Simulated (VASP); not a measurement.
# Zr (I4/mmm) in VASP: electric field gradients with PBE

Aim: the electric field gradients of Zr with PBE.

Program: VASP 6.6.1. These are calculated values, not measurements. Logs are shortened: lines on timing, memory, paths and dates and some standing lists are left out, and cuts for length are marked.

### 1 The cell of the first run

It takes space group I4/mmm (No. 139, tetragonal). The conventional cell has a = 3.238 Å, b = 3.238 Å, c = 4.375 Å, α = 90.00°, β = 90.00°, γ = 90.00°. Within 4.2 Å of Zr (site symmetry 4/mmm) lie 12 Zr at 3.17 to 3.24 Å.

### 2 Electric field gradients, PBE (z stretched by -3 % at fixed volume)

Input file INCAR:

```
  PREC = Accurate
  ENCUT = 520
  EDIFF = 1E-8
  ISMEAR = -1
  SIGMA = 0.05
  LREAL = F
  LASPH = T
  NELM = 80
  ALGO = Normal
  ISIF = 2
  LWAVE = F
  LCHARG = F
  GGA = PE
  LEFG = T
  NBANDS = 12
```

Input file KPOINTS:

```
Automatic mesh
0
Gamma
  13 13 13
```

Input file POSCAR:

```
Zr
1.0
    0.0000000000      2.2896056023      2.1873500000
    2.2896056023      0.0000000000      2.1873500000
    2.2896056023      2.2896056023      0.0000000000
Zr
1
Direct
    0.0000000000      0.0000000000      0.0000000000
```

Potentials or basis: VASP PAW PBE potentials, release 64 (Zr_sv).

Started as:

```console
> cat potpaw_PBE.64/Zr_sv/POTCAR > POTCAR
> mpirun -np 1 vasp_std > vasp.out
```

OUTCAR:

```text
PREC = Accurate
   ENCUT = 520
   EDIFF = 1E-8
   ISMEAR = -1
   LREAL = F
   LASPH = T
   NELM = 80
   ISIF = 2
   GGA = PE

 ion  position               nearest neighbor table
   1  0.000  0.000  0.000-

  LATTYP: Found a body centered tetragonal cell.
 ALAT       =     3.2379912953
 C/A-ratio  =     1.3510536629

  Lattice vectors:

 A1 = (   0.0000000000,  -2.2896056023,  -2.1873500000)
 A2 = (   0.0000000000,   2.2896056023,  -2.1873500000)
 A3 = (   2.2896056023,   0.0000000000,   2.1873500000)

Analysis of symmetry for initial positions (statically):
=====================================================================
 Subroutine PRICEL returns:
 Original cell was already a primitive cell.

 Routine SETGRP: Setting up the symmetry group for a
 body centered tetragonal supercell.

 Subroutine GETGRP returns: Found 16 space group operations
 (whereof 16 operations were pure point group operations)
 out of a pool of 16 trial point group operations.

The static configuration has the point symmetry D_4h.

Analysis of symmetry for dynamics (positions and initial velocities):
=====================================================================
 Subroutine PRICEL returns:
 Original cell was already a primitive cell.

 Routine SETGRP: Setting up the symmetry group for a
 body centered tetragonal supercell.

 Subroutine GETGRP returns: Found 16 space group operations
 (whereof 16 operations were pure point group operations)
 out of a pool of 16 trial point group operations.

The dynamic configuration has the point symmetry D_4h.

 Subroutine INISYM returns: Found 16 space group operations
 (whereof 16 operations are pure point group operations),
 and found     1 'primitive' translations

----------------------------------------------------------------------------------------

                                     Primitive cell

  volume of cell :      22.9335

  direct lattice vectors                    reciprocal lattice vectors
     0.000000000  2.289605602  2.187350000    -0.218378222  0.218378222  0.228587103
     2.289605602  0.000000000  2.187350000     0.218378222 -0.218378222  0.228587103
     2.289605602  2.289605602  0.000000000     0.218378222  0.218378222 -0.228587103

  length of vectors
     3.166511304  3.166511304  3.237991295     0.384226703  0.384226703  0.384226703
[... 123 lines left out ...]

  energy without entropy =       -8.46847281  energy(sigma->0) =       -8.47519622

 E-fermi :   9.0457     XC(G=0): -11.1511

 val. band max:        9.0329980971   @ k =  -0.2308   0.0769   0.2308
 cond. band min:       9.0459085665   @ k =  -0.1538   0.3077   0.1538
 fundamental gap:      0.0129104694
 Fermi energy:         9.0457326778

 k-point     1 :       0.0000    0.0000    0.0000
  band No.  band energies     occupation
      1     -39.6249      2.00000
      2     -17.1219      2.00000
      3     -17.1219      2.00000
      4     -17.1149      2.00000
      5       3.4792      2.00000
      6       9.8979      0.00000
      7       9.8979      0.00000
      8      10.3569      0.00000
      9      12.1605      0.00000
     10      12.7934      0.00000
     11      19.6088      0.00000
     12      23.4250      0.00000
[... 331 lines left out ...]
 k-point    24 :       0.4615    0.1538    0.0000
  band No.  band energies     occupation
      1     -39.4670      2.00000
      2     -18.0152      2.00000
      3     -17.3391      2.00000
      4     -17.3383      2.00000
      5       6.6187      2.00000
      6       8.7264      1.99664
      7       9.7937      0.00000
      8      10.3492      0.00000
      9      14.3319      0.00000
     10      14.4929      0.00000
     11      18.9004      0.00000
     12      21.3750      0.00000

 [... further k-points ...]

------------------------ aborting loop because EDIFF is reached ----------------------------------------

  FORCE on cell =-STRESS in cart. coord.  units (eV):
  Direction    XX          YY          ZZ          XY          YZ          ZX
  --------------------------------------------------------------------------------------
  -------------------------------------------------------------------------------------
  Total        0.1065932      0.1065932      0.2551880      0.0000000      0.0000000      0.0000000
  in kB        7.4468156      7.4468156     17.8279440      0.0000000      0.0000000      0.0000000
  external PRESSURE =      10.9071917 kB  Pullay stress =       0.0000000 kB

 VOLUME and BASIS-vectors are now :
 -----------------------------------------------------------------------------
  energy-cutoff  :      520.00
  volume of cell :       22.93
      direct lattice vectors                 reciprocal lattice vectors
     0.000000000  2.289605602  2.187350000    -0.218378222  0.218378222  0.228587103
     2.289605602  0.000000000  2.187350000     0.218378222 -0.218378222  0.228587103
     2.289605602  2.289605602  0.000000000     0.218378222  0.218378222 -0.228587103

 POSITION                                       TOTAL-FORCE (eV/Angst)
 -----------------------------------------------------------------------------------
      0.00000      0.00000      0.00000        -0.000000      0.000000      0.000000
 -----------------------------------------------------------------------------------
    total drift:                                0.000000      0.000000      0.000000

  FREE ENERGIE OF THE ION-ELECTRON SYSTEM (eV)
  ---------------------------------------------------
  free  energy   TOTEN  =        -8.4819196278 eV

  energy  without entropy=       -8.4684728059  energy(sigma->0) =       -8.47519622

 Electric field gradients (V/A^2)
---------------------------------------------------------------------
 ion       V_xx      V_yy      V_zz      V_xy      V_xz      V_yz
---------------------------------------------------------------------
   1      -3.964    -3.964     7.928    -0.000    -0.000    -0.000
---------------------------------------------------------------------

 Electric field gradients after diagonalization (V/A^2)
 (convention: |V_zz| > |V_xx| > |V_yy|)
----------------------------------------------------------------------
 ion       V_xx      V_yy      V_zz     asymmetry (V_yy - V_xx)/ V_zz
----------------------------------------------------------------------
   1      -3.964    -3.964     7.928       0.000
----------------------------------------------------------------------

           NMR quadrupolar parameters

 Cq : quadrupolar parameter    Cq=e*Q*V_zz/h
 eta: asymmetry parameters     (V_yy - V_xx)/ V_zz
 Q  : nuclear electric quadrupole moment in mb (millibarn)
----------------------------------------------------------------------
 ion       Cq(MHz)       eta       Q (mb)
----------------------------------------------------------------------
   1       0.019       0.000       1.000
----------------------------------------------------------------------
```

OSZICAR:

```text
N       E                     dE             d eps       ncg     rms          rms(c)
DAV:   1     0.866448235047E+02    0.86645E+02   -0.69271E+03  4720   0.998E+02
DAV:   2    -0.577308091795E+01   -0.92418E+02   -0.89720E+02  5396   0.268E+02
DAV:   3    -0.874774475632E+01   -0.29747E+01   -0.29329E+01  7148   0.409E+01
DAV:   4    -0.881248876068E+01   -0.64744E-01   -0.64701E-01  5332   0.578E+00
DAV:   5    -0.881400800123E+01   -0.15192E-02   -0.15192E-02  6968   0.655E-01    0.104E+01
DAV:   6    -0.853115752793E+01    0.28285E+00   -0.37556E-01  5120   0.568E+00    0.417E+00
DAV:   7    -0.847879600561E+01    0.52362E-01   -0.20293E-01  5692   0.398E+00    0.715E-01
DAV:   8    -0.848192972704E+01   -0.31337E-02   -0.12250E-02  5564   0.127E+00    0.100E-01
DAV:   9    -0.848192842043E+01    0.13066E-05   -0.44770E-04  6304   0.186E-01    0.235E-02
DAV:  10    -0.848192411102E+01    0.43094E-05   -0.15033E-05  5540   0.405E-02    0.664E-03
DAV:  11    -0.848191979317E+01    0.43179E-05   -0.18880E-06  7016   0.112E-02    0.175E-03
DAV:  12    -0.848191962766E+01    0.16551E-06   -0.30577E-08  6172   0.155E-03    0.394E-04
DAV:  13    -0.848191962780E+01   -0.13142E-09   -0.20250E-09  3484   0.499E-04
   1 F= -.84819196E+01 E0= -.84751962E+01  d E =-.134468E-01
```

stdout:

```text
POSCAR found type information on POSCAR Zr
 POSCAR found :  1 types and       1 ions
 scaLAPACK will be used
 LDA part: xc-table for (Slater+PW92), standard interpolation
 POSCAR, INCAR and KPOINTS ok, starting setup
 FFT: planning ... GRIDC
 FFT: planning ... GRID_SOFT
 FFT: planning ... GRID
 WAVECAR not read
 entering main loop
ion   1
```

It took 52 s on 1 thread of Intel Xeon 8259CL, shared host; peak memory 0.18 GiB.

What came out:

```
Free energy                             : -8.4819 eV
Pressure                                : 1.1 GPa
Band gap on the k mesh                  : zero (bands 6 and 7 overlap by 1.58 eV)
Largest electric field gradient by atom : Zr +7.9 V/Å²
```

Electric field gradients, principal values (V/Å²):
| atom | least | middle | greatest (by size) |
| --- | --- | --- | --- |
| 1 Zr | -3.964 | -3.964 | 7.928 |

Caveat: without QUAD_EFG the Cq values of the log hold for a quadrupole moment of 1 mb, not for the nuclei.
